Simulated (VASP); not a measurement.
# CsBa3 (Fm-3m) in VASP: further runs, part 2 of 2

VASP 6.6.1.

## Step 6: Relaxation of cell and atoms, PBEsol, target pressure 5 GPa, at which the enthalpy is minimised

This run uses another cell than the first one, of 71.17 Å³/atom.

INCAR

```
PREC = Accurate
ENCUT = 600
EDIFF = 1E-6
ISMEAR = -1
SIGMA = 0.05
LREAL = F
LASPH = T
NELM = 100
ALGO = Fast
ISIF = 3
LWAVE = F
LCHARG = F
GGA = PS
IBRION = 2
NSW = 60
EDIFFG = -0.01
PSTRESS = 50.0
```

KPOINTS

```
regular mesh
0
Gamma
  5 5 5
```

POSCAR

```
CsBa3
1.0
    0.0000000000      5.2212840000      5.2212840000
    5.2212840000      0.0000000000      5.2212840000
    5.2212840000      5.2212840000      0.0000000000
Ba Cs
3 1
Direct
    0.5000000000      0.5000000000      0.5000000000
    0.7500000000      0.7500000000      0.7500000000
    0.2500000000      0.2500000000      0.2500000000
    0.0000000000      0.0000000000      0.0000000000
```

Potentials or basis: VASP PAW PBE potentials, release 64 (Ba_sv, Cs_sv).

The run is started by

```sh
cat potpaw_PBE.64/Ba_sv/POTCAR potpaw_PBE.64/Cs_sv/POTCAR > POTCAR
mpirun -np 1 vasp_std > vasp.out
```

OUTCAR:

```text
PREC = Accurate
   ENCUT = 600
   EDIFF = 1E-6
   ISMEAR = -1
   LREAL = F
   LASPH = T
   NELM = 100
   ISIF = 3
   GGA = PS
   IBRION = 2
   NSW = 60
   EDIFFG = -0.01
   PSTRESS = 50.0

 ion  position               nearest neighbor table
   1  0.500  0.500  0.500-   3 4.52   3 4.52   3 4.52   2 4.52   2 4.52   2 4.52   3 4.52   2 4.52

   2  0.750  0.750  0.750-   1 4.52   1 4.52   1 4.52   1 4.52
   3  0.250  0.250  0.250-   1 4.52   1 4.52   1 4.52   1 4.52
   4  0.000  0.000  0.000-

  LATTYP: Found a face centered cubic cell.
 ALAT       =    10.4425680000

  Lattice vectors:

 A1 = (   0.0000000000,   5.2212840000,   5.2212840000)
 A2 = (   5.2212840000,   0.0000000000,   5.2212840000)
 A3 = (   5.2212840000,   5.2212840000,   0.0000000000)

Analysis of symmetry for initial positions (statically):
=====================================================================
 Subroutine PRICEL returns:
 Original cell was already a primitive cell.

 Routine SETGRP: Setting up the symmetry group for a
 face centered cubic supercell.

 Subroutine GETGRP returns: Found 48 space group operations
 (whereof 48 operations were pure point group operations)
 out of a pool of 48 trial point group operations.

The static configuration has the point symmetry O_h .

Analysis of symmetry for dynamics (positions and initial velocities):
[... 154 lines left out ...]
  Direction    XX          YY          ZZ          XY          YZ          ZX
  --------------------------------------------------------------------------------------
  -------------------------------------------------------------------------------------
  Total       -0.8415931     -0.8415931     -0.8415931      0.0000000      0.0000000     -0.0000000
  in kB       -4.7364265     -4.7364265     -4.7364265      0.0000000      0.0000000     -0.0000000
  external PRESSURE =     -54.7364265 kB  Pullay stress =      50.0000000 kB
[... 67 lines left out ...]
--------------------------------------- Ionic step        3  -------------------------------------------

 number of electron      39.0000000 magnetization

 E-fermi :   3.1677     XC(G=0):  -8.7855

 val. band max:        3.1655054766   @ k =  -0.2000   0.2000   0.0000
 cond. band min:       3.1962252771   @ k =   0.4000   0.0000   0.0000
 fundamental gap:      0.0307198005
 Fermi energy:         3.1677499203

 k-point     1 :       0.0000    0.0000    0.0000
  band No.  band energies     occupation
      1     -25.4027      2.00000
      2     -25.2645      2.00000
      3     -25.1575      2.00000
      4     -19.6583      2.00000
      5     -10.8194      2.00000
      6     -10.8194      2.00000
[... 288 lines left out ...]
--------------------------------------- Ionic step        4  -------------------------------------------

 number of electron      39.0000000 magnetization

 Free energy of the ion-electron system (eV)
  ---------------------------------------------------
  ext. energy  EPLUGINS =         0.00000000
  ---------------------------------------------------
  free energy    TOTEN  =        -5.60395999 eV

  energy without entropy =       -5.55019407  energy(sigma->0) =       -5.57707703

 E-fermi :   3.4546     XC(G=0):  -8.9963

 val. band max:        3.4314977081   @ k =  -0.2000   0.2000   0.0000
 cond. band min:       3.4778331505   @ k =  -0.4000   0.4000   0.0000
 fundamental gap:      0.0463354424
 Fermi energy:         3.4546100200

 k-point     1 :       0.0000    0.0000    0.0000
  band No.  band energies     occupation
      1     -25.1081      2.00000
      2     -24.9300      2.00000
      3     -24.8139      2.00000
      4     -19.4278      2.00000
      5     -10.5559      2.00000
      6     -10.5559      2.00000
[... 284 lines left out ...]
  energy  without entropy=       -5.5501940715  energy(sigma->0) =       -5.57707703

  enthalpy is  TOTEN    =        -0.4157347138 eV   P V=        5.1882252790

 reached required accuracy - stopping structural energy minimisation
```

OSZICAR:

```text
N       E                     dE             d eps       ncg     rms          rms(c)
DAV:   1     0.343746375236E+03    0.34375E+03   -0.16402E+04   460   0.151E+03
DAV:   2     0.303513666645E+02   -0.31340E+03   -0.31058E+03   697   0.267E+02
DAV:   3    -0.537416957445E+01   -0.35726E+02   -0.35594E+02   688   0.961E+01
[... 91 lines left out ...]
RMM:  10    -0.560396177774E+01    0.77940E-05   -0.10768E-04   624   0.298E-02    0.190E-02
RMM:  11    -0.560395723400E+01    0.45437E-05   -0.66618E-05   600   0.262E-02    0.752E-03
RMM:  12    -0.560395856243E+01   -0.13284E-05   -0.24843E-05   472   0.126E-02    0.381E-03
RMM:  13    -0.560395957986E+01   -0.10174E-05   -0.10192E-05   315   0.620E-03    0.347E-03
RMM:  14    -0.560395999278E+01   -0.41291E-06   -0.44617E-06   268   0.400E-03
   4 F= -.41573471E+00 E0= -.38885175E+00  d E =-.255324E+01
```

CONTCAR:

```text
CsBa3
   1.00000000000000
     0.0000000000000000    4.3642518290965340    4.3642518290965340
     4.3642518290965340   -0.0000000000000000    4.3642518290965340
     4.3642518290965340    4.3642518290965340   -0.0000000000000000
  Ba              Cs
     3     1
Direct
     0.5000000000000000    0.5000000000000000    0.5000000000000000
     0.7500000000000000    0.7500000000000000    0.7500000000000000
     0.2500000000000000    0.2500000000000000    0.2500000000000000
     1.0000000000000000    0.0000000000000000    0.0000000000000000

  0.00000000E+00  0.00000000E+00  0.00000000E+00
  0.00000000E+00  0.00000000E+00  0.00000000E+00
  0.00000000E+00  0.00000000E+00  0.00000000E+00
  0.00000000E+00  0.00000000E+00  0.00000000E+00
```

It took 20 min on 1 thread of Intel Xeon 8259CL, shared host; peak memory 0.58 GiB.

Results:

| Property | Result |
| --- | --- |
| Free energy | -5.6040 eV |
| Relaxed volume | 41.56 Å³/atom |
| Relaxed cell | a = 6.172 Å, b = 6.172 Å, c = 6.172 Å, α = 60.00°, β = 60.00°, γ = 60.00° |
| Space group after relaxing (to 0.1 Å) | Fm-3m (No. 225) |
| Energy change on relaxing (the run minimises the enthalpy) | +285.7 meV/atom |
| Ionic steps | 4 |
| Pressure after relaxing | 5.0 GPa |
| Band gap on the k mesh | zero (an odd number of electrons rules out a gap without spin polarisation) |

The path:
| step | energy change (eV) | largest force (eV/Å) | pressure (GPa) | volume (Å³) |
| --- | --- | --- | --- | --- |
| 1 | 0.0000 | 0.0000 | -0.47 | 284.68 |
| 2 | 0.4420 | 0.0000 | 2.76 | 195.79 |
| 3 | 0.8836 | 0.0000 | 4.21 | 175.30 |
| 4 | 1.1428 | 0.0000 | 4.99 | 166.25 |

Final structure:
```
Ba Cs
1.0
     0.00000    4.36425    4.36425
     4.36425    0.00000    4.36425
     4.36425    4.36425    0.00000
Ba Cs
3 1
Direct
  0.50000 0.50000 0.50000
  0.75000 0.75000 0.75000
  0.25000 0.25000 0.25000
  0.00000 0.00000 0.00000
```

Levels at points of the mesh, in eV from the Fermi level:
```csv
k point,band 17,band 18,band 19,band 20,band 21,band 22
"(0.00, 0.00, 0.00)",-2.52,-1.32,-1.32,1.18,1.21,1.26
```

Caveat: the cell is relaxed towards a set pressure, so the run minimises the enthalpy, not the energy; the volume moved by over 15 % at a fixed basis, so the end points are rough; the PAW data sets were made with another functional, which shifts forces and pressure a little; spin-orbit coupling is left out, which moves the levels of the heavy elements.

## Step 7: Overview

| task | cell | cutoff (eV) | gap on the mesh (eV) | pressure (GPa) |
| --- | --- | --- | --- | --- |
| single point | a = 6.629 Å, angles 60.0°, 4 atoms | 520 | none | 2.1 |
| single point | a = 7.158 Å, angles 60.0°, 4 atoms | 520 | none | 0.1 |
| relaxation of cell and atoms | relaxed from a = 7.384 Å, angles 60.0°, 4 atoms | 600 | none | 0.0 |
| relaxation of cell and atoms | relaxed to 2 GPa from a = 7.384 Å, angles 60.0°, 4 atoms | 600 | none | 2.0 |
| relaxation of cell and atoms | relaxed to 5 GPa from a = 7.384 Å, angles 60.0°, 4 atoms | 600 | none | 5.0 |

Alike in all rows: level PBEsol; potentials or basis VASP PAW PBE potentials, release 64 (Ba_sv, Cs_sv); no spin polarisation; k mesh 5 × 5 × 5; smearing fermi-dirac 0.05 eV.

Caveats: the PAW data sets were made with another functional, which shifts forces and pressure a little; spin-orbit coupling is left out, which moves the levels of the heavy elements; the cell is relaxed towards a set pressure, so the run minimises the enthalpy, not the energy (at least some runs); the volume moved by over 15 % at a fixed basis, so the end points are rough (at least some runs).

Total energies depend on the potentials used, so only differences within one code and one set of settings carry meaning.

The gap in the log of VASP goes by the Fermi energy; the results here count the filled bands.